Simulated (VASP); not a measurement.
# MoRu5 (P-62m) in VASP: single point with PBE

Aim: the single point of MoRu5 with PBE.

All numbers are computed with VASP 6.6.1; they aren't measurements. Logs are shortened: lines on timing, memory, paths and dates and some standing lists are left out, and cuts for length are marked.

### Step 1. The cell of the first run

Symmetry: P-62m, No. 189, hexagonal system. Conventional cell: a = 4.754 Å, b = 4.754 Å, c = 4.316 Å, α = 90.00°, β = 90.00°, γ = 120.00°. Within 3.5 Å of Mo (site symmetry -62m) lie 12 Ru at 2.69 to 2.74 Å. Ru (site symmetry -6) has 9 Ru at 2.67 to 2.74 Å and 3 Mo at 2.74 Å within 3.5 Å. Ru (site symmetry m2m) has 10 Ru at 2.67 to 2.79 Å and 2 Mo at 2.69 Å within 3.5 Å.

### Step 2. Single point, PBE, collinear spin, ferromagnetic start

Contents of INCAR:

```
PREC     = Accurate       # precision mode
ENCUT    = 520            # plane-wave cutoff, eV
EDIFF    = 1E-6           # SCF threshold, eV
ISMEAR   = 0              # smearing method
SIGMA    = 0.1            # smearing width, eV
LREAL    = False          # projectors in reciprocal space
LASPH    = True           # aspherical terms in the spheres
NELM     = 150            # most SCF steps
ALGO     = Fast           # electronic algorithm
ISIF     = 2              # what is computed and relaxed
LWAVE    = False          # write WAVECAR
LCHARG   = True           # write CHGCAR
ISPIN    = 2              # spin polarisation
MAGMOM   = 1 1 1 1 1 1    # initial moments
LORBIT   = 11             # projections on sites
LMAXMIX  = 4              # l up to which the mixer works
GGA      = PE             # functional
LELF     = True           # ELF
LVHAR    = True         
NBANDS   = 55             # bands
```

Contents of KPOINTS:

```
regular mesh
0
Gamma
  6 6 4
```

Contents of POSCAR:

```
MoRu5
1.0
    4.7544261000      0.0000000000      0.0000000000
   -2.3772131000      4.1174538000      0.0000000000
    0.0000000000      0.0000000000      4.3163340000
Mo Ru
1 5
Direct
    0.0000000000      0.0000000000      0.0000000000
    0.3333333000      0.6666667000      0.0000000000
    0.6666667000      0.3333333000      0.0000000000
    0.6615210000      0.6615210000      0.5000000000
    0.3384790000      0.0000000000      0.5000000000
    0.0000000000      0.3384790000      0.5000000000
```

Potentials or basis: VASP PAW PBE potentials, release 64 (Mo_sv, Ru_pv).

Command:

```sh
> cat potpaw_PBE.64/Mo_sv/POTCAR potpaw_PBE.64/Ru_pv/POTCAR > POTCAR
> mpirun -np 1 vasp_std > vasp.out
```

OUTCAR:

```text
PREC = Accurate
   ENCUT = 520
   EDIFF = 1E-6
   ISMEAR = 0
   LREAL = False
   LASPH = True
   NELM = 150
   ISIF = 2
   ISPIN = 2
   LORBIT = 11
   GGA = PE

 ion  position               nearest neighbor table
   1  0.000  0.000  0.000-   4 2.69   4 2.69   5 2.69   5 2.69   6 2.69   6 2.69   2 2.74   3 2.74
                             3 2.74   2 2.74   3 2.74   2 2.74
   2  0.333  0.667  0.000-   5 2.67   5 2.67   6 2.67   6 2.67   4 2.67   4 2.67   3 2.74   3 2.74
                             1 2.74   1 2.74   1 2.74   3 2.74
   3  0.667  0.333  0.000-   6 2.67   6 2.67   5 2.67   5 2.67   4 2.67   4 2.67   2 2.74   2 2.74
                             1 2.74   1 2.74   1 2.74   2 2.74
   4  0.662  0.662  0.500-   2 2.67   2 2.67   3 2.67   3 2.67   1 2.69   1 2.69   6 2.72   5 2.72
                             6 2.72   5 2.72   5 2.79   6 2.79
   5  0.338  0.000  0.500-   2 2.67   2 2.67   3 2.67   3 2.67   1 2.69   1 2.69   6 2.72   6 2.72
                             4 2.72   4 2.72   4 2.79   6 2.79
   6  0.000  0.338  0.500-   3 2.67   3 2.67   2 2.67   2 2.67   1 2.69   1 2.69   5 2.72   4 2.72
                             5 2.72   4 2.72   4 2.79   5 2.79

  LATTYP: Found a hexagonal cell.
 ALAT       =     4.7544261000
 C/A-ratio  =     0.9078559450

  Lattice vectors:

 A1 = (   4.7544261000,   0.0000000000,   0.0000000000)
 A2 = (  -2.3772131000,   4.1174538000,   0.0000000000)
 A3 = (   0.0000000000,   0.0000000000,   4.3163340000)

Analysis of symmetry for initial positions (statically):
=====================================================================
 Subroutine PRICEL returns:
 Original cell was already a primitive cell.

 Routine SETGRP: Setting up the symmetry group for a
 hexagonal supercell.

 Subroutine GETGRP returns: Found 12 space group operations
 (whereof 12 operations were pure point group operations)
 out of a pool of 24 trial point group operations.

The static configuration has the point symmetry D_3h.

Analysis of symmetry for dynamics (positions and initial velocities):
=====================================================================
 Subroutine PRICEL returns:
 Original cell was already a primitive cell.

 Routine SETGRP: Setting up the symmetry group for a
 hexagonal supercell.

 Subroutine GETGRP returns: Found 12 space group operations
 (whereof 12 operations were pure point group operations)
 out of a pool of 24 trial point group operations.

The dynamic configuration has the point symmetry D_3h.

Analysis of structural, dynamic, and magnetic symmetry:
=====================================================================
 Subroutine PRICEL returns:
 Original cell was already a primitive cell.

 Routine SETGRP: Setting up the symmetry group for a
 hexagonal supercell.

 Subroutine GETGRP returns: Found 12 space group operations
 (whereof 12 operations were pure point group operations)
 out of a pool of 24 trial point group operations.

The overall configuration has the point symmetry D_3h.

 Subroutine INISYM returns: Found 12 space group operations
 (whereof 12 operations are pure point group operations),
 and found     1 'primitive' translations

----------------------------------------------------------------------------------------

                                     Primitive cell

  volume of cell :      84.4971

  direct lattice vectors                    reciprocal lattice vectors
     4.754426100  0.000000000  0.000000000     0.210330328  0.121434273  0.000000000
    -2.377213100  4.117453800  0.000000000     0.000000000  0.242868542  0.000000000
     0.000000000  0.000000000  4.316334000     0.000000000  0.000000000  0.231678086

  length of vectors
     4.754426100  4.754426140  4.316334000     0.242868544  0.242868542  0.231678086

  position of ions in fractional coordinates (direct lattice)
     0.000000000  0.000000000  0.000000000
     0.333333300  0.666666700  0.000000000
     0.666666700  0.333333300  0.000000000
     0.661521000  0.661521000  0.500000000
     0.338479000  0.000000000  0.500000000
     0.000000000  0.338479000  0.500000000

  ion indices of the primitive-cell ions
   primitive index   ion index
                 1           1
                 2           2
                 3           3
[... 54 lines left out ...]
   number of dos      NEDOS =    301   number of ions     NIONS =      6
   total plane-waves  NPLWV =  41472
   dimension x,y,z NGX =    36 NGY =   36 NGZ =   32
   dimension x,y,z NGXF=    72 NGYF=   72 NGZF=   64
   ions per type =               1   5
   NGX,Y,Z   is equivalent  to a cutoff of  12.59, 12.59, 12.32 a.u.
   NGXF,Y,Z  is equivalent  to a cutoff of  25.18, 25.18, 24.65 a.u.
 SYSTEM =  unknown system
   PREC   = accura    normal or accurate (medium, high low for compatibility)
   ISTART =      0    job   : 0-new  1-cont  2-samecut
   ICHARG =      2    charge: 1-file 2-atom 10-const
   ISPIN  =      2    spin polarized calculation?
   LNONCOLLINEAR =      F non collinear calculations
   LSORBIT =      F    spin-orbit coupling
   LASPH  =      T    aspherical Exc in radial PAW
   ENCUT  =  520.0 eV  38.22 Ry    6.18 a.u.   8.84  8.84  8.03*2*pi/ulx,y,z
   NELM   =    150;   NELMIN=  2; NELMDL= -5     # of ELM steps
   EDIFF  = 0.1E-05   stopping-criterion for ELM
   LREAL  =      F    real-space projection
   EDIFFG = 0.1E-04   stopping-criterion for IOM
   NSW    =      0    number of steps for IOM
   IBRION =     -1    ionic relax: 0-MD 1-quasi-New 2-CG
   NFREE  =      0    steps in history (QN), initial steepest desc. (CG)
   ISIF   =      2    stress and relaxation
   ISYM   =      2    0-nonsym 1-usesym 2-fastsym
   POTIM  = 0.5000    time-step for ionic-motion
   TEBEG  =    0.0;   TEEND  =   0.0 temperature during run
   PSTRESS=    0.0 pullay stress
   NELECT =      84.0000    total number of electrons
   NUPDOWN=      -1.0000    fix difference up-down
   EMIN   =  10.00;   EMAX   =-10.00  energy-range for DOS
   EFERMI =   0.00;   METHOD = LEGACY
   ISMEAR =     0;   SIGMA  =   0.10  broadening in eV -4-tet -1-fermi 0-gaus
   EFERMI_NEDOS =   21; number of points for ismear=-14 and -15
   IALGO  =     68    algorithm
   IMIX   =      4    mixing-type and parameters
     AMIX     =   0.40;   BMIX     =  1.00
     AMIX_MAG =   1.60;   BMIX_MAG =  1.00
  volume/ion in A,a.u.               =      14.08        95.04
  Fermi-wavevector in a.u.,A,eV,Ry     =   1.633882  3.087589 36.321701  2.669570
  Thomas-Fermi vector in A             =   2.725613
   LORBIT       =     11    0 simple, 1 ext, 2 COOP (PROOUT), +10 PAW based schemes
   GGA     = PE    functional components
   LHFCALC =     F    Hartree Fock is set to
   AEXX    =    0.0000 exact exchange contribution
   IVDW    =     0    specifies the selected vdW correction
   LEPSILON=     F    determine dielectric tensor
   LRPA    =     F    only Hartree local field effects (RPA)
 spin polarized calculation
 RMM-DIIS sequential band-by-band and
 Gauss-broadening in eV      SIGMA  =   0.10
  energy-cutoff  :      520.00
  volume of cell :       84.50
 maximum number of plane-waves:      2296
 NGX is ok and might be reduce to    36
   NGX = 17   NGY = 17   NGZ = 17

 number of electron      84.0000025 magnetization       0.0006270

 number of electron      84.0000025 magnetization      -0.0001432

 Free energy of the ion-electron system (eV)
  ---------------------------------------------------
  ext. energy  EPLUGINS =         0.00000000
  ---------------------------------------------------
  free energy    TOTEN  =       -57.33269099 eV

  energy without entropy =      -57.30300156  energy(sigma->0) =      -57.31784628

 E-fermi :  12.4212     XC(G=0): -13.9070

 val. band max:       12.4132736476   @ k =   0.3333   0.0000   0.2500
 cond. band min:      12.4732483908   @ k =   0.3333   0.3333   0.2500
 fundamental gap:      0.0599747432
 Fermi energy:        12.4212307395

 spin component 1

 k-point     1 :       0.0000    0.0000    0.0000
  band No.  band energies     occupation
      1     -48.4370      1.00000
      2     -30.8662      1.00000
      3     -30.6219      1.00000
      4     -30.6219      1.00000
      5     -30.5782      1.00000
      6     -30.4531      1.00000
[... 1186 lines left out ...]
     53      15.4395      0.00000
     54      15.4395      0.00000
 Fermi energy:        12.4212307395

 spin component 2

 k-point     1 :       0.0000    0.0000    0.0000
  band No.  band energies     occupation
      1     -48.4371      1.00000
      2     -30.8662      1.00000
      3     -30.6218      1.00000
      4     -30.6218      1.00000
      5     -30.5782      1.00000
      6     -30.4531      1.00000
[... 1186 lines left out ...]
     53      15.4395      0.00000
     54      15.4395      0.00000
 [bands above 54 left out]

------------------------ aborting loop because EDIFF is reached ----------------------------------------

  FORCE on cell =-STRESS in cart. coord.  units (eV):
  Direction    XX          YY          ZZ          XY          YZ          ZX
  --------------------------------------------------------------------------------------
  -------------------------------------------------------------------------------------
  Total       -0.1167236     -0.1167236      0.1682852      0.0000000     -0.0000000     -0.0000000
  in kB       -2.2132349     -2.2132349      3.1909106      0.0000000     -0.0000000     -0.0000000
  external PRESSURE =      -0.4118531 kB  Pullay stress =       0.0000000 kB

 VOLUME and BASIS-vectors are now :
 -----------------------------------------------------------------------------
  energy-cutoff  :      520.00
  volume of cell :       84.50
      direct lattice vectors                 reciprocal lattice vectors
     4.754426100  0.000000000  0.000000000     0.210330328  0.121434273  0.000000000
    -2.377213100  4.117453800  0.000000000     0.000000000  0.242868542  0.000000000
     0.000000000  0.000000000  4.316334000     0.000000000  0.000000000  0.231678086

 POSITION                                       TOTAL-FORCE (eV/Angst)
 -----------------------------------------------------------------------------------
      0.00000      0.00000      0.00000        -0.000000      0.000000      0.000000
     -0.00000      2.74497      0.00000        -0.000000      0.000000      0.000000
      2.37721      1.37248      0.00000        -0.000000     -0.000000      0.000000
      1.57258      2.72378      2.15817         0.003139      0.005437      0.000000
      1.60927      0.00000      2.15817        -0.006278     -0.000000      0.000000
     -0.80464      1.39367      2.15817         0.003139     -0.005437      0.000000
 -----------------------------------------------------------------------------------
    total drift:                               -0.000001     -0.000001      0.000000

  FREE ENERGIE OF THE ION-ELECTRON SYSTEM (eV)
  ---------------------------------------------------
  free  energy   TOTEN  =       -57.3326909911 eV

  energy  without entropy=      -57.3030015612  energy(sigma->0) =      -57.31784628

 total charge

# of ion       s       p       d       tot
------------------------------------------
    1        2.376   6.204   3.881  12.461
    2        0.407   6.297   5.965  12.670
    3        0.407   6.297   5.965  12.670
    4        0.401   6.295   5.954  12.650
    5        0.401   6.295   5.954  12.650
    6        0.401   6.295   5.954  12.650
--------------------------------------------------
tot          4.394  37.684  33.674  75.752

 magnetization (x)

# of ion       s       p       d       tot
------------------------------------------
    1        0.000   0.000   0.000   0.000
    2        0.000  -0.000   0.000   0.000
    3        0.000  -0.000   0.000   0.000
    4        0.000  -0.000   0.000   0.000
    5        0.000  -0.000   0.000   0.000
    6        0.000  -0.000   0.000   0.000
--------------------------------------------------
tot          0.000  -0.000   0.000   0.000
```

Wall time 4.4 min (1 thread of Intel Xeon 8259CL, shared host); peak memory 0.31 GiB.

What came out:

```yaml
Free_energy: -57.3327 eV
Pressure: 0.0 GPa
Largest_force: 0.006 eV/Å
Band_gap_on_the_k_mesh: zero (filled and empty bands overlap)
Net_moment: 0.00 μB per cell
Valence_electrons_inside_the_program's_atomic_spheres: Mo 12.46; Ru 12.67, 12.65 (each value once)
```

Forces on the atoms (eV/Å):
```
Mo   0.000  0.000  0.000
Ru   0.000  0.000  0.000
Ru   0.000  0.000  0.000
Ru   0.003  0.005  0.000
Ru  -0.006  0.000  0.000
Ru   0.003 -0.005  0.000
```

Caveat: the k points lie up to 0.36 Å⁻¹ apart, too coarse for converged energies and pressures of a metal.
